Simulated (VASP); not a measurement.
Wanted: the native input for a VASP 6.6.1 run.

- Task: single point
- Functional: r2SCAN
- Potentials or basis: VASP PAW PBE potentials, release 64 (Zn, S)
- Cutoff: 520 eV
- k mesh: 12 × 12 × 6
- Occupations: fermi-dirac, width 0.02 eV
- Spin: no spin polarisation
- Dipole correction: no
- Further INCAR settings: ALGO = Normal; EDIFF = 1e-06; NBANDS = 26

The system is ZnS (Wurtzite-2H).

```xyz
4
Lattice="3.7294 0.0000 0.0000 -1.8647 3.2298 0.0000 0.0000 0.0000 6.1202" Properties=species:S:1:pos:R:3 pbc="T T T"
Zn    0.0000    2.1532    0.0341
Zn    1.8647    1.0766    3.0942
S     0.0000    2.1532    2.3222
S     1.8647    1.0766    5.3823
```

The input as run:

POSCAR

```
ZnS
1.0
    3.7294210015      0.0000000000      0.0000000000
   -1.8647105007      3.2297733287      0.0000000000
    0.0000000000      0.0000000000      6.1202182000
Zn S
2 2
Direct
    0.3333333333      0.6666666667      0.0055710041
    0.6666666667      0.3333333333      0.5055710041
    0.3333333333      0.6666666667      0.3794289959
    0.6666666667      0.3333333333      0.8794289959
```

INCAR.step1

```
ALGO     = Normal         # electronic algorithm
EDIFF    = 1E-4           # SCF threshold, eV
ENCUT    = 520            # plane-wave cutoff, eV
GGA      = PE             # functional
ISMEAR   = -1             # smearing method
LASPH    = True           # aspherical terms in the spheres
LCHARG   = False          # write CHGCAR
LREAL    = False          # projectors in reciprocal space
LWAVE    = True           # write WAVECAR
NBANDS   = 26             # bands
NELM     = 60             # most SCF steps
PREC     = Accurate       # precision mode
SIGMA    = 0.02           # smearing width, eV
```

INCAR.step2

```
ALGO     = Normal         # electronic algorithm
EDIFF    = 1E-6           # SCF threshold, eV
ENCUT    = 520            # plane-wave cutoff, eV
ISIF     = 2              # what is computed and relaxed
ISMEAR   = -1             # smearing method
ISTART   = 1            
LASPH    = True           # aspherical terms in the spheres
LCHARG   = True           # write CHGCAR
LELF     = True           # ELF
LMIXTAU  = True         
LREAL    = False          # projectors in reciprocal space
LVHAR    = True         
LWAVE    = False          # write WAVECAR
METAGGA  = R2SCAN         # meta-GGA
NBANDS   = 26             # bands
NELM     = 60             # most SCF steps
PREC     = Accurate       # precision mode
SIGMA    = 0.02           # smearing width, eV
```

KPOINTS

```
k-points
0
Gamma
  12 12 6
```

Potentials or basis: VASP PAW PBE potentials, release 64 (Zn, S).

Launch:

```bash
$ cat potpaw_PBE.64/Zn/POTCAR potpaw_PBE.64/S/POTCAR > POTCAR
$ cp INCAR.step1 INCAR
$ mpirun -np 1 vasp_std > vasp.out
$ cp INCAR.step2 INCAR
$ mpirun -np 1 vasp_std > vasp.out
```

Results of the run:

```yaml
Pressure: 5.5 GPa
Largest_force: 0.011 eV/Å
Band_gap_on_the_k_mesh: 3.09 eV, direct
```

Caveat: the PAW data sets were made with another functional, which shifts forces and pressure a little.

It took 6.6 min on 1 thread of Intel(R) Xeon(R) Platinum 8259CL CPU @ 2.50GHz (Skylake/Cascade Lake) (shared host), peak memory 0.28 GiB.
